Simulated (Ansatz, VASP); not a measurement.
**One calculation of Be3H4Br2, two programs**

```
CELL_PARAMETERS angstrom
3.35395 0.00000 0.00000
-1.67697 2.90460 0.00000
0.00000 0.00000 9.71676
ATOMIC_POSITIONS crystal
Be 0.66667 0.33333 0.90787
Be 0.00000 0.00000 0.50000
Be 0.33333 0.66667 0.09213
H 0.33333 0.66667 0.50366
H 0.66667 0.33333 0.05217
H 0.66667 0.33333 0.49634
H 0.33333 0.66667 0.94783
Br 0.00000 0.00000 0.75831
Br 0.00000 0.00000 0.24169
```

Alike in both runs: task single point; functional PBE; k mesh 6 × 6 × 2; occupations gaussian, width 0.2 eV; no spin polarisation.

|  | VASP | Ansatz |
| --- | --- | --- |
| version | VASP 6.6.1 | Ansatz 0.2.0 |
| potentials or method | VASP PAW PBE potentials, release 64 (Be, H, Br), cutoff 600 eV | scalar-relativistic, plane waves, PAW |
| valence electrons in the cell | 24 | 24 |

Ansatz gave:

* gap on the k mesh at the Fermi level (eV): none
* pressure (GPa): 0.0
* rms of the force components (eV/Å): 0.007

Q: Which values does VASP return?

A: gap on the k mesh at the Fermi level (eV): none; pressure (GPa): 0.0; rms of the force components (eV/Å): 0.009.

Atom by atom the forces differ by 0.003 eV/Å (rms over components). A gap of «none» marks a metal or a gap that the smearing closes.

The k mesh is coarse, so the values compare programs but aren't converged.
